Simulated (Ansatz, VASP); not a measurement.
## Rh: VASP beside Ansatz

```
Rh
1.0
     2.33288    0.00000    0.00000
    -1.16644    2.02033    0.00000
     0.00000    0.00000    2.21485
Rh
1
Direct
  0.00000 0.00000 0.00000
```

Change from the starting cell: volume scaled by 0.68, PAW files.

Alike in both runs: task single point; functional PBE; k mesh 17 × 17 × 15; occupations fermi-dirac, width 0.1 eV; no spin polarisation.

```csv
,VASP,Ansatz
version,VASP 6.6.1,Ansatz 0.2.0
potentials or method,"VASP PAW PBE potentials, release 64 (Rh_pv)","PAW with Ansatz's default frozen-core files, scalar-relativistic"
plane-wave cutoff (eV),520,420
valence electrons in the cell,15,17
```

```csv
,VASP,Ansatz,Ansatz less VASP
pressure (GPa),210.1,208.3,-1.86
"traceless stress, the component that is largest in VASP (GPa)",0.30,-0.06,-0.359
```

Both programs put the cell under a high pressure, so it lies far from rest at this level. VASP's potentials hold 15 valence electrons a cell and Ansatz's 17, so a difference there can come from the potentials and not from the codes.

Noted on VASP's run: the cell as given lies far from equilibrium.
